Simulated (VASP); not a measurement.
Input of a VASP 6.6.1 run:

INCAR

```
SYSTEM = BeSe
  PREC = Accurate
  ENCUT = 600
  EDIFF = 1E-6
  ISMEAR = -1
  SIGMA = 0.0302
  LREAL = .False.
  LASPH = .True.
  NELM = 120
  ALGO = Normal
  ISIF = 2
  LWAVE = .False.
  LCHARG = .False.
  GGA = PE
  NBANDS = 11
  GGA_COMPAT = .False.
```

Contents of KPOINTS:

```
regular mesh
0
Gamma
  10 10 10
  0 0 0
```

The input POSCAR:

```
BeSe
1.0
    0.0000000000      2.5887594133      2.5887594133
    2.5887594133      0.0000000000      2.5887594133
    2.5887594133      2.5887594133      0.0000000000
Be Se
1 1
Direct
    0.0000000000      0.0000000000      0.0000000000
    0.2500000000      0.2500000000      0.2500000000
```

Potentials or basis: VASP PAW PBE potentials, release 64 (Be, Se).

Run with:

```console
$ cat potpaw_PBE.64/Be/POTCAR potpaw_PBE.64/Se/POTCAR > POTCAR
$ mpirun -np 1 vasp_std > vasp.out
```

Problem. Estimate the pressure.

Solution. 0.2 GPa.

Problem. What does it give for the band gap on the k mesh?

Solution. 2.66 eV, indirect (least direct gap 4.22 eV).

A k mesh can miss the band edges. A hybrid or GW would open this gap; PBE tends to underestimate it.
